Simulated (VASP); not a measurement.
Here is a VASP 6.6.1 calculation.

The input POSCAR:

```
InAs
1.0
    0.0000000000      3.0087716161      3.0087716161
    3.0087716161      0.0000000000      3.0087716161
    3.0087716161      3.0087716161      0.0000000000
In As
1 1
Direct
    0.0000000000      0.0000000000      0.0000000000
    0.2500000000      0.2500000000      0.2500000000
```

File INCAR.step1:

```
PREC     = Accurate       # precision mode
ENCUT    = 560            # plane-wave cutoff, eV
ISMEAR   = -1             # smearing method
SIGMA    = 0.02           # smearing width, eV
LREAL    = F              # projectors in reciprocal space
LASPH    = T              # aspherical terms in the spheres
NELM     = 120            # most SCF steps
NBANDS   = 21             # bands
GGA      = PE             # functional
ALGO     = Normal         # electronic algorithm
EDIFF    = 1E-5           # SCF threshold, eV
LWAVE    = T              # write WAVECAR
LCHARG   = F              # write CHGCAR
GGA_COMPAT= F
```

INCAR.step2

```
PREC     = Accurate       # precision mode
ENCUT    = 560            # plane-wave cutoff, eV
EDIFF    = 1E-6           # SCF threshold, eV
ISMEAR   = -1             # smearing method
SIGMA    = 0.02           # smearing width, eV
LREAL    = F              # projectors in reciprocal space
LASPH    = T              # aspherical terms in the spheres
NELM     = 120            # most SCF steps
ALGO     = Normal         # electronic algorithm
ISIF     = 2              # what is computed and relaxed
LWAVE    = F              # write WAVECAR
LCHARG   = F              # write CHGCAR
METAGGA  = R2SCAN         # meta-GGA
LMIXTAU  = T            
NBANDS   = 21             # bands
ISTART   = 1            
GGA_COMPAT= F
```

The input KPOINTS:

```
regular mesh
0
Gamma
  8 8 8
```

Potentials or basis: VASP PAW PBE potentials, release 64 (In_d, As_d).

Launch:

```bash
$ cat potpaw_PBE.64/In_d/POTCAR potpaw_PBE.64/As_d/POTCAR > POTCAR
$ cp INCAR.step1 INCAR
$ mpirun -np 1 vasp_std > vasp.out
$ cp INCAR.step2 INCAR
$ mpirun -np 1 vasp_std > vasp.out
```

(1) Predict the band gap on the k mesh.

(2) Predict the pressure.

Answers

(1) 0.32 eV.

(2) 2.9 GPa.

Caveat: the cell differs from its parent crystal (strain -1.5%); semilocal functionals underestimate gaps, and a narrow one can read as zero; the PAW data sets were made with another functional, which shifts forces and pressure a little; spin-orbit coupling is left out, which moves the levels of the heavy elements.
